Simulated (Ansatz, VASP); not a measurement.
# Two plane-wave programs on LiF

POSCAR

```
LiF
1.0
    2.5340400041      0.0177815597      0.0177815597
    0.0177815597      2.5340400041      0.0177815597
    0.0177815597      0.0177815597      2.5340400041
Li F
1 1
Direct
    0.0000000000      0.0000000000      0.0000000000
    0.5000000000      0.5000000000      0.5000000000
```

Contents of INCAR.step1:

```
SYSTEM = LiF
PREC = Accurate ; ENCUT = 520
ISMEAR = 0 ; SIGMA = 0.01
LREAL = .FALSE. ; LASPH = .TRUE.
NELM = 60 ; NBANDS = 12
GGA = PE ; ALGO = Normal
EDIFF = 1E-4 ; LWAVE = .TRUE.
LCHARG = .FALSE.
```

INCAR.step2

```
SYSTEM = LiF
PREC = Accurate ; ENCUT = 520
EDIFF = 1E-7 ; ISMEAR = 0
SIGMA = 0.01 ; LREAL = .FALSE.
LASPH = .TRUE. ; NELM = 60
ALGO = Normal ; ISIF = 2
LWAVE = .FALSE. ; LCHARG = .TRUE.
METAGGA = R2SCAN ; LMIXTAU = .TRUE.
LELF = .TRUE. ; LVHAR = .TRUE.
NBANDS = 12 ; ISTART = 1
```

File KPOINTS:

```
Automatic mesh
0
G
  10 10 10
  0 0 0
```

Input for Ansatz:

```yaml
crystal:
  lattice:
    - [2.5340400041, 0.0177815597, 0.0177815597]
    - [0.0177815597, 2.5340400041, 0.0177815597]
    - [0.0177815597, 0.0177815597, 2.5340400041]
  atoms:
    - { symbol: Li, position: [0.0, 0.0, 0.0] }
    - { symbol: F, position: [0.5, 0.5, 0.5] }
kpoints:
  mp_grid: { grid: [10, 10, 10] }
  band_path:
    path: [[0.0, 0.0, 0.0], [0.0, 0.5, 0.0], [0.5, 0.5, 0.0], [0.5, 0.5, 0.5]]
    npoints: 1
hamiltonian:
  xc: r2scan
scf:
  occupations: { method: fixed }
  n_extra_bands: 4
output:
  forces: true
  stress: true
  eigenvalues: true
```

Change from the starting cell: shear_111 strain +2.1%.

Alike in both runs: task single point; functional r2SCAN; k mesh 10 × 10 × 10; no spin polarisation.

```csv
,VASP,Ansatz
version,VASP 6.6.1,Ansatz 0.2.0
potentials or method,"VASP PAW PBE potentials, release 64 (Li_sv, F)","plane waves, PAW"
plane-wave cutoff (eV),520,500
occupations,"gaussian, width 0.01 eV",fixed
valence electrons in the cell,10,10
```

|  | VASP | Ansatz | Ansatz less VASP |
| --- | --- | --- | --- |
| gap on the k mesh at the Fermi level (eV) | 8.92 | 8.73 | -0.195 |

VASP's potentials were made for PBE, not for r2SCAN.

Noted on VASP's run: the cutoff is under 1.25 times that of the potentials, so the pressure is a little rough.
